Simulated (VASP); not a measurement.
# Ta2Si (I4/mcm) in VASP: a series of runs

The runs below take Ta2Si through single point, with PBEsol, PBEsol+D3(BJ).

Everything below comes from runs of VASP 6.6.1. Logs are shortened: lines on timing, memory, paths and dates and some standing lists are left out, and cuts for length are marked.

## 1. The cell of the first run

It takes space group I4/mcm (No. 140, tetragonal). The conventional cell has a = 6.137 Å, b = 6.137 Å, c = 5.040 Å, α = 90.00°, β = 90.00°, γ = 90.00°. Ta (site symmetry m2m) has 4 Si at 2.62 Å and 11 Ta at 2.83 to 3.25 Å within 3.5 Å. Within 3.3 Å of Si (site symmetry 422) lie 2 Si at 2.52 Å and 8 Ta at 2.62 Å.

## 2. Single point, PBEsol

The input, INCAR:

```
PREC = Accurate
ENCUT = 520
EDIFF = 1E-7
ISMEAR = 0
SIGMA = 0.1
LREAL = False
LASPH = True
NELM = 80
ALGO = Fast
ISIF = 2
LWAVE = False
LCHARG = False
GGA = PS
NBANDS = 35
```

The input, KPOINTS:

```
regular mesh
0
Gamma
  10 10 10
```

The input, POSCAR:

```
Ta2Si
1.0
   -3.0683767340      3.0683767340      2.5198993227
    3.0683767340     -3.0683767340      2.5198993227
    3.0683767340      3.0683767340     -2.5198993227
Ta Si
4 2
Direct
    0.6630661941      0.8369338059      0.5000000000
    0.8369338059      0.3369338059      0.1738676118
    0.3369338059      0.1630661941      0.5000000000
    0.1630661941      0.6630661941      0.8261323882
    0.2500000000      0.2500000000      0.0000000000
    0.7500000000      0.7500000000      0.0000000000
```

Potentials or basis: VASP PAW PBE potentials, release 64 (Ta_pv, Si).

Started as:

```
$ cat potpaw_PBE.64/Ta_pv/POTCAR potpaw_PBE.64/Si/POTCAR > POTCAR
$ mpirun -np 1 vasp_std > vasp.out
```

OUTCAR:

```text
PREC = Accurate
   ENCUT = 520
   EDIFF = 1E-7
   ISMEAR = 0
   LREAL = False
   LASPH = True
   NELM = 80
   ISIF = 2
   GGA = PS

 ion  position               nearest neighbor table
   1  0.663  0.837  0.500-   5 2.62   6 2.62   6 2.62   5 2.62   3 2.83   3 2.94   3 2.94   4 3.22
                             2 3.22   4 3.22   2 3.22   4 3.25   2 3.25   2 3.25   4 3.25
   2  0.837  0.337  0.174-   5 2.62   6 2.62   6 2.62   5 2.62   4 2.83   4 2.94   4 2.94   3 3.22
                             1 3.22   1 3.22   3 3.22   3 3.25   1 3.25   1 3.25   3 3.25
   3  0.337  0.163  0.500-   6 2.62   5 2.62   5 2.62   6 2.62   1 2.83   1 2.94   1 2.94   4 3.22
                             2 3.22   4 3.22   2 3.22   4 3.25   2 3.25   4 3.25   2 3.25
   4  0.163  0.663  0.826-   5 2.62   6 2.62   6 2.62   5 2.62   2 2.83   2 2.94   2 2.94   1 3.22
                             3 3.22   3 3.22   1 3.22   1 3.25   3 3.25   3 3.25   1 3.25
   5  0.250  0.250  0.000-   6 2.52   6 2.52   2 2.62   4 2.62   1 2.62   2 2.62   3 2.62   4 2.62
                             1 2.62   3 2.62
   6  0.750  0.750  0.000-   5 2.52   5 2.52   2 2.62   4 2.62   2 2.62   1 2.62   1 2.62   3 2.62
                             4 2.62   3 2.62

  LATTYP: Found a body centered tetragonal cell.
 ALAT       =     6.1367534680
 C/A-ratio  =     0.8212483476

  Lattice vectors:

 A1 = (  -3.0683767340,   3.0683767340,   2.5198993227)
 A2 = (   3.0683767340,  -3.0683767340,   2.5198993227)
 A3 = (   3.0683767340,   3.0683767340,  -2.5198993227)

Analysis of symmetry for initial positions (statically):
=====================================================================
 Subroutine PRICEL returns:
 Original cell was already a primitive cell.

 Routine SETGRP: Setting up the symmetry group for a
 body centered tetragonal supercell.

 Subroutine GETGRP returns: Found 16 space group operations
 (whereof  8 operations were pure point group operations)
 out of a pool of 16 trial point group operations.

The static configuration has the point symmetry C_4h.
 The point group associated with its full space group is D_4h.

Analysis of symmetry for dynamics (positions and initial velocities):
=====================================================================
 Subroutine PRICEL returns:
 Original cell was already a primitive cell.

 Routine SETGRP: Setting up the symmetry group for a
 body centered tetragonal supercell.

 Subroutine GETGRP returns: Found 16 space group operations
 (whereof  8 operations were pure point group operations)
 out of a pool of 16 trial point group operations.

The dynamic configuration has the point symmetry C_4h.
 The point group associated with its full space group is D_4h.

 Subroutine INISYM returns: Found 16 space group operations
 (whereof  8 operations are pure point group operations),
 and found     1 'primitive' translations

----------------------------------------------------------------------------------------

                                     Primitive cell

  volume of cell :      94.8988

  direct lattice vectors                    reciprocal lattice vectors
    -3.068376734  3.068376734  2.519899323     0.000000000  0.162952611  0.198420626
     3.068376734 -3.068376734  2.519899323     0.162952611  0.000000000  0.198420626
     3.068376734  3.068376734 -2.519899323     0.162952611  0.162952611  0.000000000

  length of vectors
     5.017944217  5.017944217  5.017944217     0.256757275  0.256757275  0.230449792

  position of ions in fractional coordinates (direct lattice)
     0.663066194  0.836933806  0.500000000
     0.836933806  0.336933806  0.173867612
     0.336933806  0.163066194  0.500000000
     0.163066194  0.663066194  0.826132388
     0.250000000  0.250000000  0.000000000
     0.750000000  0.750000000  0.000000000

  ion indices of the primitive-cell ions
   primitive index   ion index
                 1           1
                 2           2
                 3           3
                 4           4
                 5           5
                 6           6

----------------------------------------------------------------------------------------

 KPOINTS: regular mesh

Automatic generation of k-mesh.
 Grid dimensions read from file:
 generate k-points for:   10   10   10

 Generating k-lattice:

  Cartesian coordinates                     Fractional coordinates (reciprocal lattice)
     0.000000000  0.016295261  0.019842063     0.100000000  0.000000000 -0.000000000
     0.016295261  0.000000000  0.019842063     0.000000000  0.100000000 -0.000000000
     0.016295261  0.016295261  0.000000000     0.000000000  0.000000000  0.100000000

  Length of vectors
     0.025675727  0.025675727  0.023044979

  Shift w.r.t. Gamma in fractional coordinates (k-lattice)
     0.000000000  0.000000000  0.000000000

 Subroutine IBZKPT returns following result:
 ===========================================

 Found    102 irreducible k-points:

 Following reciprocal coordinates:
            Coordinates               Weight
  0.000000  0.000000  0.000000      1.000000
  0.100000  0.000000 -0.000000      8.000000
  0.200000  0.000000 -0.000000      8.000000
  0.300000  0.000000 -0.000000      8.000000
  0.400000  0.000000  0.000000      8.000000
  0.500000  0.000000 -0.000000      4.000000
[... 16 lines left out ...]
  0.300000  0.300000 -0.000000      8.000000
  0.400000  0.300000 -0.000000     16.000000
 [... further k-points ...]
   k-points           NKPTS =    102   k-points in BZ     NKDIM =    102   number of bands    NBANDS=     35
   number of dos      NEDOS =    301   number of ions     NIONS =      6
   total plane-waves  NPLWV =  64000
   dimension x,y,z NGX =    40 NGY =   40 NGZ =   40
   dimension x,y,z NGXF=    80 NGYF=   80 NGZF=   80
   ions per type =               4   2
   NGX,Y,Z   is equivalent  to a cutoff of  13.25, 13.25, 13.25 a.u.
   NGXF,Y,Z  is equivalent  to a cutoff of  26.50, 26.50, 26.50 a.u.
 SYSTEM =  unknown system
   PREC   = accura    normal or accurate (medium, high low for compatibility)
   ISTART =      0    job   : 0-new  1-cont  2-samecut
   ICHARG =      2    charge: 1-file 2-atom 10-const
   ISPIN  =      1    spin polarized calculation?
   LNONCOLLINEAR =      F non collinear calculations
   LSORBIT =      F    spin-orbit coupling
   LASPH  =      T    aspherical Exc in radial PAW
   ENCUT  =  520.0 eV  38.22 Ry    6.18 a.u.   9.33  9.33  9.33*2*pi/ulx,y,z
   NELM   =     80;   NELMIN=  2; NELMDL= -5     # of ELM steps
   EDIFF  = 0.1E-06   stopping-criterion for ELM
   LREAL  =      F    real-space projection
   EDIFFG = 0.1E-05   stopping-criterion for IOM
   NSW    =      0    number of steps for IOM
   IBRION =     -1    ionic relax: 0-MD 1-quasi-New 2-CG
   NFREE  =      0    steps in history (QN), initial steepest desc. (CG)
   ISIF   =      2    stress and relaxation
   ISYM   =      2    0-nonsym 1-usesym 2-fastsym
   POTIM  = 0.5000    time-step for ionic-motion
   TEBEG  =    0.0;   TEEND  =   0.0 temperature during run
   PSTRESS=    0.0 pullay stress
   NELECT =      52.0000    total number of electrons
   NUPDOWN=      -1.0000    fix difference up-down
   EMIN   =  10.00;   EMAX   =-10.00  energy-range for DOS
   EFERMI =   0.00;   METHOD = LEGACY
   ISMEAR =     0;   SIGMA  =   0.10  broadening in eV -4-tet -1-fermi 0-gaus
   EFERMI_NEDOS =   21; number of points for ismear=-14 and -15
   IALGO  =     68    algorithm
   IMIX   =      4    mixing-type and parameters
     AMIX     =   0.40;   BMIX     =  1.00
     AMIX_MAG =   1.60;   BMIX_MAG =  1.00
  volume/ion in A,a.u.               =      15.82       106.73
  Fermi-wavevector in a.u.,A,eV,Ry     =   1.339643  2.531558 24.417607  1.794644
  Thomas-Fermi vector in A             =   2.468019
   LORBIT       =      0    0 simple, 1 ext, 2 COOP (PROOUT), +10 PAW based schemes
   GGA     = PS    functional components
   LHFCALC =     F    Hartree Fock is set to
   AEXX    =    0.0000 exact exchange contribution
   IVDW    =     0    specifies the selected vdW correction
   LEPSILON=     F    determine dielectric tensor
   LRPA    =     F    only Hartree local field effects (RPA)
 non-spin polarized calculation
 RMM-DIIS sequential band-by-band and
 Gauss-broadening in eV      SIGMA  =   0.10
  energy-cutoff  :      520.00
  volume of cell :       94.90
 maximum number of plane-waves:      2589
 NGX is ok and might be reduce to    40
   NGX = 19   NGY = 19   NGZ = 19

 number of electron      52.0000000 magnetization

 Free energy of the ion-electron system (eV)
  ---------------------------------------------------
  ext. energy  EPLUGINS =         0.00000000
  ---------------------------------------------------
  free energy    TOTEN  =       -65.31765020 eV

  energy without entropy =      -65.30170194  energy(sigma->0) =      -65.30967607

 E-fermi :   7.5489     XC(G=0): -12.5989

 val. band max:        7.5461037855   @ k =   0.2000   0.2000  -0.0000
 cond. band min:       7.5495864271   @ k =  -0.3000   0.3000   0.0000
 fundamental gap:      0.0034826416
 Fermi energy:         7.5489351326

 k-point     1 :       0.0000    0.0000    0.0000
  band No.  band energies     occupation
      1     -26.9310      2.00000
      2     -26.9284      2.00000
      3     -26.9284      2.00000
      4     -26.8691      2.00000
      5     -26.8691      2.00000
      6     -26.8416      2.00000
[... 27 lines left out ...]
     34      11.9425      0.00000
     35      13.1916      0.00000

 k-point     2 :       0.1000    0.0000   -0.0000
  band No.  band energies     occupation
      1     -26.9610      2.00000
      2     -26.9542      2.00000
      3     -26.9283      2.00000
      4     -26.8450      2.00000
      5     -26.8403      2.00000
      6     -26.8299      2.00000
[... 27 lines left out ...]
     34      11.6882      0.00000
     35      13.0364      0.00000
[... 796 lines left out ...]
     34      11.1551      0.00000
     35      12.1466      0.00000

 k-point    24 :       0.4000    0.3000   -0.0000
  band No.  band energies     occupation
      1     -27.0324      2.00000
      2     -26.9570      2.00000
      3     -26.9371      2.00000
      4     -26.8593      2.00000
      5     -26.8247      2.00000
      6     -26.7550      2.00000
[... 27 lines left out ...]
     34      11.3643      0.00000
     35      11.8768      0.00000

 [... further k-points ...]

------------------------ aborting loop because EDIFF is reached ----------------------------------------

  FORCE on cell =-STRESS in cart. coord.  units (eV):
  Direction    XX          YY          ZZ          XY          YZ          ZX
  --------------------------------------------------------------------------------------
  -------------------------------------------------------------------------------------
  Total        0.1721194      0.1721194      0.1250977      0.0000000     -0.0000000      0.0000000
  in kB        2.9058950      2.9058950      2.1120264      0.0000000     -0.0000000      0.0000000
  external PRESSURE =       2.6412721 kB  Pullay stress =       0.0000000 kB

 VOLUME and BASIS-vectors are now :
 -----------------------------------------------------------------------------
  energy-cutoff  :      520.00
  volume of cell :       94.90
      direct lattice vectors                 reciprocal lattice vectors
    -3.068376734  3.068376734  2.519899323     0.000000000  0.162952611  0.198420626
     3.068376734 -3.068376734  2.519899323     0.162952611  0.000000000  0.198420626
     3.068376734  3.068376734 -2.519899323     0.162952611  0.162952611  0.000000000

 POSITION                                       TOTAL-FORCE (eV/Angst)
 -----------------------------------------------------------------------------------
      2.06768      1.00070      2.51990         0.003808     -0.003808     -0.000000
     -1.00070      2.06768      2.51990         0.003808      0.003808      0.000000
      1.00070      2.06768      0.00000        -0.003808      0.003808     -0.000000
      4.06907      1.00070     -0.00000        -0.003808     -0.003808      0.000000
      0.00000      0.00000      1.25995        -0.000000      0.000000     -0.000000
      0.00000      0.00000      3.77985         0.000000     -0.000000     -0.000000
 -----------------------------------------------------------------------------------
    total drift:                                0.000000      0.000000     -0.000000

  FREE ENERGIE OF THE ION-ELECTRON SYSTEM (eV)
  ---------------------------------------------------
  free  energy   TOTEN  =       -65.3176502012 eV

  energy  without entropy=      -65.3017019353  energy(sigma->0) =      -65.30967607
```

Run time: 4.4 min. Hardware: 1 thread of Intel Xeon 6975P-C (Granite Rapids), shared host; peak memory 0.42 GiB.

Results:

* Free energy: -65.3177 eV
* Pressure: 0.3 GPa
* Largest force: 0.005 eV/Å
* Band gap on the k mesh: zero (band 26 reaches 7.89 eV, above the bottom of band 27 at 7.14 eV)

Forces on the atoms (eV/Å):
```
Ta   0.004 -0.004  0.000
Ta   0.004  0.004  0.000
Ta  -0.004  0.004  0.000
Ta  -0.004 -0.004  0.000
Si   0.000  0.000  0.000
Si   0.000  0.000  0.000
```

Caveat: the PAW data sets were made with another functional, which shifts forces and pressure a little; spin-orbit coupling is left out, which moves the levels of the heavy elements.

## 3. Single point, PBEsol

This run uses another cell than the first one, of 16.04 Å³/atom, 1.014 times its volume.

The input, INCAR:

```
SYSTEM = Ta2Si
PREC = Accurate
ENCUT = 520
EDIFF = 1E-6
ISMEAR = 0
SIGMA = 0.1
LREAL = .FALSE.
LASPH = .TRUE.
NELM = 60
ALGO = Fast
ISIF = 2
LWAVE = .FALSE.
LCHARG = .TRUE.
GGA = PS
LELF = .TRUE.
LVHAR = .TRUE.
NBANDS = 35
```

The input, KPOINTS:

```
regular mesh
0
G
  10 10 10
  0 0 0
```

The input, POSCAR:

```
Ta2Si
1.0
   -3.0877629443      3.0877629443      2.5236412193
    3.0877629443     -3.0877629443      2.5236412193
    3.0877629443      3.0877629443     -2.5236412193
Ta Si
4 2
Direct
    0.6635932100      0.8364067900      0.5000000000
    0.8364067900      0.3364067900      0.1728135800
    0.3364067900      0.1635932100      0.5000000000
    0.1635932100      0.6635932100      0.8271864200
    0.2500000000      0.2500000000      0.0000000000
    0.7500000000      0.7500000000      0.0000000000
```

Potentials or basis: VASP PAW PBE potentials, release 64 (Ta_pv, Si).

Started as:

```
$ cat potpaw_PBE.64/Ta_pv/POTCAR potpaw_PBE.64/Si/POTCAR > POTCAR
$ mpirun -np 1 vasp_std > vasp.out
```

It took 4.4 min on 1 thread of Intel Xeon 6975P-C (Granite Rapids), shared host; peak memory 0.42 GiB.

Results (log left out):

```
Free energy            : -65.3054 eV
Pressure               : -2.9 GPa
Largest force          : 0.067 eV/Å
Band gap on the k mesh : zero (band 26 reaches 7.78 eV, above the bottom of band 27 at 7.01 eV)
```

Forces on the atoms (eV/Å):
```
Ta   0.047 -0.047  0.000
Ta   0.047  0.047  0.000
Ta  -0.047  0.047  0.000
Ta  -0.047 -0.047  0.000
Si   0.000  0.000  0.000
Si   0.000  0.000  0.000
```

Stress tensor (GPa, compression positive):
```
-3.21  0.00  0.00
 0.00 -3.21  0.00
 0.00  0.00 -2.17
```

Levels at points of the mesh, in eV from the Fermi level:
```csv
k point,band 24,band 25,band 26,band 27,band 28,band 29
"(0.00, 0.00, 0.00)",-2.01,0.16,0.24,0.93,1.30,1.30
"(0.50, 0.00, 0.00)",-1.95,-1.06,-1.06,0.69,0.69,1.87
"(0.50, 0.50, 0.00)",-1.46,-0.18,0.01,0.09,0.63,1.33
"(0.50, 0.50, 0.50)",-1.01,-1.01,-1.00,-0.25,0.23,0.72
```

Caveat: the PAW data sets were made with another functional, which shifts forces and pressure a little; spin-orbit coupling is left out, which moves the levels of the heavy elements.

[end of part 1 of 2]
